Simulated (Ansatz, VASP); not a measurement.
## TiSe: VASP beside Ansatz

```
Ti Se
1.0
     0.00000    3.02430    3.02430
     3.02430    0.00000    3.02430
     3.02430    3.02430    0.00000
Ti Se
1 1
Direct
  0.00000 0.00000 0.00000
  0.25000 0.25000 0.25000
```

Alike in both runs: task single point; functional PBEsol; k mesh 10 × 10 × 10; occupations gaussian, width 0.05 eV; collinear spin.

```csv
,VASP,Ansatz
version,VASP 6.6.1,Ansatz 0.2.0
potentials or method,"VASP PAW PBE potentials, release 64 (Ti_sv, Se), cutoff 520 eV","scalar-relativistic, plane waves, PAW"
valence electrons in the cell,18,28
```

|  | VASP | Ansatz | Ansatz less VASP |
| --- | --- | --- | --- |
| gap on the k mesh at the Fermi level (eV) | none | none | - |
| pressure (GPa) | -6.5 | -6.5 | -0.10 |
| net moment per atom (μB) | 1.00 | 1.00 | 0.000 |
| size of the moment on the site where the two differ most (μB) | 1.53 | 1.47 | -0.068 |

VASP's potentials were made for PBE, not for PBEsol. Site moments also hang on the region over which each program counts them. A gap of «none» marks a metal or a gap that the smearing closes. VASP's potentials hold 18 valence electrons a cell and Ansatz's 28, so a difference there can come from the potentials and not from the codes.
